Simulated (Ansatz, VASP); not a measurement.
One calculation of B4Pd, two programs

```
B Pd
1.0
     2.92173    0.00000    0.00000
    -1.46087    2.53029    0.00000
     0.00000    0.00000    6.20223
B Pd
4 1
Direct
  0.33333 0.66667 0.24360
  0.33333 0.66667 0.75640
  0.66667 0.33333 0.50000
  0.33333 0.66667 0.50000
  0.00000 0.00000 0.00000
```

Alike in both runs: functional PBE; k mesh 6 × 6 × 4; occupations gaussian, width 0.1 eV; no spin polarisation.

Ansatz relaxed the structure, and its values are those at the end. VASP's run is a single point on that final structure, the one shown.

|  | VASP | Ansatz |
| --- | --- | --- |
| version | VASP 6.6.1 | Ansatz 0.2.0 |
| potentials or method | VASP PAW PBE potentials, release 64 (B, Pd), cutoff 520 eV | scalar-relativistic, plane waves, PAW |
| valence electrons in the cell | 22 | 30 |

Ansatz gave:

| Property | Result |
| --- | --- |
| gap on the k mesh at the Fermi level (eV) | none |
| pressure (GPa) | -0.1 |
| rms of the force components (eV/Å) | 0.003 |

Question: Estimate VASP's values.

Answer: gap on the k mesh at the Fermi level (eV): none; pressure (GPa): -0.2; rms of the force components (eV/Å): 0.002.

A gap of «none» marks a metal or a gap that the smearing closes. VASP's potentials hold 22 valence electrons a cell and Ansatz's 30, so a difference there can come from the potentials and not from the codes.

The k mesh is coarse, so the values compare programs but aren't converged.
